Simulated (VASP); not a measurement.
A run of VASP 6.6.1:

POSCAR

```
Ge
1.0
    0.0000000000      2.8289100000      2.8289100000
    2.8289100000      0.0000000000      2.8289100000
    2.8289100000      2.8289100000      0.0000000000
Ge
2
Direct
    0.7500000000      0.7500000000      0.7500000000
    0.5000000000      0.5000000000      0.5000000000
```

File INCAR.step1:

```
SYSTEM = Ge
PREC = Accurate ; ENCUT = 520
ISMEAR = -1 ; SIGMA = 0.05
LREAL = .FALSE. ; LASPH = .TRUE.
NELM = 80 ; NBANDS = 21
GGA = PE ; ALGO = Normal
EDIFF = 1E-4 ; LWAVE = .TRUE.
LCHARG = .FALSE.
```

INCAR.step2

```
SYSTEM = Ge
PREC = Accurate ; ENCUT = 520
EDIFF = 1E-6 ; ISMEAR = -1
SIGMA = 0.05 ; LREAL = .FALSE.
LASPH = .TRUE. ; NELM = 80
ALGO = Normal ; ISIF = 2
LWAVE = .FALSE. ; LCHARG = .FALSE.
METAGGA = R2SCAN ; LMIXTAU = .TRUE.
LUSE_VDW = .TRUE. ; IVDW_NL = 2
BPARAM = 11.95 ; CPARAM = 0.0093
NBANDS = 21 ; ISTART = 1
```

Contents of KPOINTS:

```
regular mesh
0
G
  8 8 8
  0 0 0
```

Potentials or basis: VASP PAW PBE potentials, release 64 (Ge_d).

Run with:

```sh
$ cat potpaw_PBE.64/Ge_d/POTCAR > POTCAR
$ cp INCAR.step1 INCAR
$ mpirun -np 1 vasp_std > vasp.out
$ cp INCAR.step2 INCAR
$ mpirun -np 1 vasp_std > vasp.out
```

Hardware: 1 thread of Intel(R) Xeon(R) Platinum 8488C (Sapphire Rapids), with other jobs on the host.

Q: Estimate the wall time of this run.

A: It took 110 s on 1 thread of Intel(R) Xeon(R) Platinum 8488C (Sapphire Rapids) (shared host), peak memory 0.28 GiB. Counts: k points 29.
